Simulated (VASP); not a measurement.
# LiC2 (C2) in VASP: single point with PBE

Aim: the single point of LiC2 with PBE.

Everything below comes from runs of VASP 6.6.1. Logs are shortened: lines on timing, memory, paths and dates and some standing lists are left out, and cuts for length are marked.

## 1. The cell of the first run

The structure is monoclinic, space group C2 (No. 5). Conventional cell: a = 5.065 Å, b = 6.140 Å, c = 3.523 Å, α = 90.00°, β = 133.59°, γ = 90.00°. Li (site symmetry 2) has 10 C at 2.30 to 3.14 Å within 3.2 Å. Within 1.7 Å of C (site symmetry 1) lie 1 C at 1.27 Å.

## 2. Single point, PBE

INCAR

```
SYSTEM = LiC2
  ALGO = Normal
  EDIFF = 1E-6
  ENCUT = 1300
  GGA = PE
  GGA_COMPAT = .FALSE.
  ISIF = 2
  ISMEAR = 0
  LASPH = .TRUE.
  LCHARG = .TRUE.
  LELF = .TRUE.
  LREAL = .FALSE.
  LVHAR = .TRUE.
  LWAVE = .FALSE.
  NBANDS = 12
  NELM = 120
  PREC = Accurate
  SIGMA = 0.1
```

KPOINTS

```
k-points
0
G
  6 6 6
  0 0 0
```

POSCAR

```
LiC2
1.0
    2.5323650091     -3.0700350294      0.0000000000
    2.5323650091      3.0700350294      0.0000000000
   -2.4287274191      0.0000000000      2.5515282703
Li C
1 2
Direct
    0.9779626349      0.0220373651      0.5000000000
    0.3452724629      0.6564665633      0.6817824199
    0.3435334367      0.6547275371      0.3182175801
```

Potentials or basis: VASP PAW PBE potentials, release 64 (Li_sv, C_h).

Run with:

```
$ cat potpaw_PBE.64/Li_sv/POTCAR potpaw_PBE.64/C_h/POTCAR > POTCAR
$ mpirun -np 1 vasp_std > vasp.out
```

OUTCAR:

```text
SYSTEM = LiC2
   EDIFF = 1E-6
   ENCUT = 1300
   GGA = PE
   ISIF = 2
   ISMEAR = 0
   LASPH = .TRUE.
   LREAL = .FALSE.
   NELM = 120
   PREC = Accurate

 ion  position               nearest neighbor table
   1  0.978  0.022  0.500-
   2  0.345  0.656  0.682-   3 1.27
   3  0.344  0.655  0.318-   2 1.27

  LATTYP: Found a base centered monoclinic cell.
 ALAT       =     5.0647300182
 B/A-ratio  =     1.2123193214
 C/A-ratio  =     0.6955243305
 COS(beta)  =    -0.6894617053

  Lattice vectors:

 A1 = (   2.5323650091,  -3.0700350294,   0.0000000000)
 A2 = (   2.5323650091,   3.0700350294,   0.0000000000)
 A3 = (  -2.4287274191,   0.0000000000,   2.5515282703)

Analysis of symmetry for initial positions (statically):
=====================================================================
 Subroutine PRICEL returns:
 Original cell was already a primitive cell.

 Routine SETGRP: Setting up the symmetry group for a
 base centered monoclinic supercell.

 Subroutine GETGRP returns: Found  2 space group operations
 (whereof  2 operations were pure point group operations)
 out of a pool of  4 trial point group operations.

The static configuration has the point symmetry C_2 .

Analysis of symmetry for dynamics (positions and initial velocities):
=====================================================================
 Subroutine PRICEL returns:
 Original cell was already a primitive cell.

 Routine SETGRP: Setting up the symmetry group for a
 base centered monoclinic supercell.

 Subroutine GETGRP returns: Found  2 space group operations
 (whereof  2 operations were pure point group operations)
 out of a pool of  4 trial point group operations.

The dynamic configuration has the point symmetry C_2 .

 Subroutine INISYM returns: Found  2 space group operations
 (whereof  2 operations are pure point group operations),
 and found     1 'primitive' translations

----------------------------------------------------------------------------------------

                                     Primitive cell

  volume of cell :      39.6735

  direct lattice vectors                    reciprocal lattice vectors
     2.532365009 -3.070035029  0.000000000     0.197443891 -0.162864591  0.187941242
     2.532365009  3.070035029  0.000000000     0.197443891  0.162864591  0.187941242
    -2.428727419  0.000000000  2.551528270     0.000000000  0.000000000  0.391921975

  length of vectors
     3.979696926  3.979696926  3.522642955     0.317538778  0.317538778  0.391921975

  position of ions in fractional coordinates (direct lattice)
     0.977962635  0.022037365  0.500000000
     0.345272463  0.656466563  0.681782420
     0.343533437  0.654727537  0.318217580

  ion indices of the primitive-cell ions
   primitive index   ion index
                 1           1
                 2           2
                 3           3

----------------------------------------------------------------------------------------

 KPOINTS: k-points

Automatic generation of k-mesh.
 Grid dimensions read from file:
 generate k-points for:    6    6    6

 Generating k-lattice:

  Cartesian coordinates                     Fractional coordinates (reciprocal lattice)
     0.032907315 -0.027144099  0.031323540     0.166666667  0.000000000  0.000000000
     0.032907315  0.027144099  0.031323540     0.000000000  0.166666667  0.000000000
     0.000000000  0.000000000  0.065320329     0.000000000  0.000000000  0.166666667

  Length of vectors
     0.052923130  0.052923130  0.065320329

  Shift w.r.t. Gamma in fractional coordinates (k-lattice)
     0.000000000  0.000000000  0.000000000

 Subroutine IBZKPT returns following result:
 ===========================================

 Found     68 irreducible k-points:

 Following reciprocal coordinates:
            Coordinates               Weight
  0.000000  0.000000  0.000000      1.000000
  0.166667  0.000000  0.000000      4.000000
  0.333333  0.000000 -0.000000      4.000000
  0.500000  0.000000 -0.000000      2.000000
  0.166667  0.166667  0.000000      2.000000
  0.333333  0.166667 -0.000000      4.000000
[... 16 lines left out ...]
 -0.333333  0.166667  0.166667      4.000000
 -0.166667  0.166667  0.166667      4.000000
 [... further k-points ...]
   k-points           NKPTS =     68   k-points in BZ     NKDIM =     68   number of bands    NBANDS=     12
   number of dos      NEDOS =    301   number of ions     NIONS =      3
   total plane-waves  NPLWV =  96768
   dimension x,y,z NGX =    48 NGY =   48 NGZ =   42
   dimension x,y,z NGXF=    96 NGYF=   96 NGZF=   84
   ions per type =               1   2
   NGX,Y,Z   is equivalent  to a cutoff of  20.05, 20.05, 19.82 a.u.
   NGXF,Y,Z  is equivalent  to a cutoff of  40.10, 40.10, 39.64 a.u.
 SYSTEM =  LiC2
   PREC   = accura    normal or accurate (medium, high low for compatibility)
   ISTART =      0    job   : 0-new  1-cont  2-samecut
   ICHARG =      2    charge: 1-file 2-atom 10-const
   ISPIN  =      1    spin polarized calculation?
   LNONCOLLINEAR =      F non collinear calculations
   LSORBIT =      F    spin-orbit coupling
   LASPH  =      T    aspherical Exc in radial PAW
   ENCUT  = 1300.0 eV  95.55 Ry    9.77 a.u.  11.70 11.70 10.36*2*pi/ulx,y,z
   NELM   =    120;   NELMIN=  2; NELMDL= -5     # of ELM steps
   EDIFF  = 0.1E-05   stopping-criterion for ELM
   LREAL  =      F    real-space projection
   EDIFFG = 0.1E-04   stopping-criterion for IOM
   NSW    =      0    number of steps for IOM
   IBRION =     -1    ionic relax: 0-MD 1-quasi-New 2-CG
   NFREE  =      0    steps in history (QN), initial steepest desc. (CG)
   ISIF   =      2    stress and relaxation
   ISYM   =      2    0-nonsym 1-usesym 2-fastsym
   POTIM  = 0.5000    time-step for ionic-motion
   TEBEG  =    0.0;   TEEND  =   0.0 temperature during run
   PSTRESS=    0.0 pullay stress
   NELECT =      11.0000    total number of electrons
   NUPDOWN=      -1.0000    fix difference up-down
   EMIN   =  10.00;   EMAX   =-10.00  energy-range for DOS
   EFERMI =   0.00;   METHOD = LEGACY
   ISMEAR =     0;   SIGMA  =   0.10  broadening in eV -4-tet -1-fermi 0-gaus
   EFERMI_NEDOS =   21; number of points for ismear=-14 and -15
   IALGO  =     38    algorithm
   IMIX   =      4    mixing-type and parameters
     AMIX     =   0.40;   BMIX     =  1.00
     AMIX_MAG =   1.60;   BMIX_MAG =  1.00
  volume/ion in A,a.u.               =      13.22        89.24
  Fermi-wavevector in a.u.,A,eV,Ry     =   1.067511  2.017303 15.504926  1.139580
  Thomas-Fermi vector in A             =   2.203130
   LORBIT       =      0    0 simple, 1 ext, 2 COOP (PROOUT), +10 PAW based schemes
   GGA     = PE    functional components
   LHFCALC =     F    Hartree Fock is set to
   AEXX    =    0.0000 exact exchange contribution
   IVDW    =     0    specifies the selected vdW correction
   LEPSILON=     F    determine dielectric tensor
   LRPA    =     F    only Hartree local field effects (RPA)
 non-spin polarized calculation
 Gauss-broadening in eV      SIGMA  =   0.10
  energy-cutoff  :     1300.00
  volume of cell :       39.67
 maximum number of plane-waves:      4260
   NGX = 23   NGY = 23   NGZ = 21

 number of electron      11.0000000 magnetization

 Free energy of the ion-electron system (eV)
  ---------------------------------------------------
  ext. energy  EPLUGINS =         0.00000000
  ---------------------------------------------------
  free energy    TOTEN  =       -16.75817711 eV

  energy without entropy =      -16.75817711  energy(sigma->0) =      -16.75817711

 E-fermi :   1.2193     XC(G=0):  -8.4811

 val. band max:        0.6737890456   @ k =   0.1667   0.0000   0.1667
 cond. band min:       1.6845071192   @ k =  -0.3333  -0.0000   0.3333
 fundamental gap:      1.0107180736
 Fermi energy:         1.2192942847

 k-point     1 :       0.0000    0.0000    0.0000
  band No.  band energies     occupation
      1     -44.0871      2.00000
      2     -12.8656      2.00000
      3      -3.4669      2.00000
      4      -1.0278      2.00000
      5      -0.9012      2.00000
      6      -0.4816      2.00000
      7       6.0428      0.00000
      8       6.8777      0.00000
      9       7.3081      0.00000
     10      10.6919      0.00000
     11      10.7603      0.00000
     12      13.9552      0.00000

 k-point     2 :       0.1667    0.0000    0.0000
  band No.  band energies     occupation
      1     -44.0868      2.00000
      2     -12.7929      2.00000
      3      -3.4690      2.00000
      4      -1.4897      2.00000
      5      -1.0587      2.00000
      6      -0.4876      2.00000
      7       6.2064      0.00000
      8       7.0386      0.00000
      9       7.4656      0.00000
     10      10.0723      0.00000
     11      11.2490      0.00000
     12      14.2469      0.00000

 k-point     3 :       0.3333    0.0000   -0.0000
  band No.  band energies     occupation
      1     -44.0860      2.00000
      2     -12.6399      2.00000
      3      -3.4225      2.00000
      4      -2.3963      2.00000
      5      -1.3096      2.00000
      6      -0.4911      2.00000
      7       5.9844      0.00000
      8       7.2247      0.00000
      9       7.9919      0.00000
     10      10.0475      0.00000
     11      12.2067      0.00000
     12      14.9444      0.00000
[... 286 lines left out ...]
 k-point    23 :      -0.3333    0.1667    0.1667
  band No.  band energies     occupation
      1     -44.0863      2.00000
      2     -12.6201      2.00000
      3      -4.3427      2.00000
      4      -1.7979      2.00000
      5      -1.1398      2.00000
      6       0.3065      2.00000
      7       5.8133      0.00000
      8       6.5322      0.00000
      9       8.2859      0.00000
     10      10.1153      0.00000
     11      12.6697      0.00000
     12      13.8044      0.00000

 k-point    24 :      -0.1667    0.1667    0.1667
  band No.  band energies     occupation
      1     -44.0863      2.00000
      2     -12.6448      2.00000
      3      -4.3104      2.00000
      4      -1.6447      2.00000
      5      -1.0714      2.00000
      6       0.4853      2.00000
      7       5.4852      0.00000
      8       6.1467      0.00000
      9       8.1584      0.00000
     10      10.1695      0.00000
     11      12.2517      0.00000
     12      14.3599      0.00000

 [... further k-points ...]

------------------------ aborting loop because EDIFF is reached ----------------------------------------

  FORCE on cell =-STRESS in cart. coord.  units (eV):
  Direction    XX          YY          ZZ          XY          YZ          ZX
  --------------------------------------------------------------------------------------
  -------------------------------------------------------------------------------------
  Total       -0.1652409     -0.0299788     -0.1972514      0.0000000      0.0000000      0.2201766
  in kB       -6.6731092     -1.2106662     -7.9658218      0.0000000      0.0000000      8.8916382
  external PRESSURE =      -5.2831990 kB  Pullay stress =       0.0000000 kB

 VOLUME and BASIS-vectors are now :
 -----------------------------------------------------------------------------
  energy-cutoff  :     1300.00
  volume of cell :       39.67
      direct lattice vectors                 reciprocal lattice vectors
     2.532365009 -3.070035029  0.000000000     0.197443891 -0.162864591  0.187941242
     2.532365009  3.070035029  0.000000000     0.197443891  0.162864591  0.187941242
    -2.428727419  0.000000000  2.551528270     0.000000000  0.000000000  0.391921975

 POSITION                                       TOTAL-FORCE (eV/Angst)
 -----------------------------------------------------------------------------------
      1.31800     -2.93472      1.27576        -0.000000     -0.001390      0.000000
      0.88091      0.95538      1.73959         0.232196      0.000695     -0.246669
      1.75510      0.95538      0.81194        -0.232196      0.000695      0.246669
 -----------------------------------------------------------------------------------
    total drift:                               -0.000000     -0.000303      0.000000

  FREE ENERGIE OF THE ION-ELECTRON SYSTEM (eV)
  ---------------------------------------------------
  free  energy   TOTEN  =       -16.7581771147 eV

  energy  without entropy=      -16.7581771147  energy(sigma->0) =      -16.75817711
```

Run time: 52 s. Hardware: 1 thread of Intel Xeon 6975P-C (Granite Rapids), shared host; peak memory 0.35 GiB.

Results:

- Free energy: -16.7582 eV
- Pressure: -0.5 GPa
- Largest force: 0.339 eV/Å
- Band gap on the k mesh: zero (an odd number of electrons rules out a gap without spin polarisation)

Forces in eV/Å, atoms in the order of the input:
```
Li   0.000 -0.001  0.000
C    0.232  0.001 -0.247
C   -0.232  0.001  0.247
```

Stress tensor (GPa, compression positive):
```
-0.67  0.00  0.89
 0.00 -0.12  0.00
 0.89  0.00 -0.80
```

Caveat: an odd number of electrons without spin polarisation forces a metal; a magnetic or distorted state may lie lower.

The gap in the log of VASP goes by the Fermi energy; the results here count the filled bands.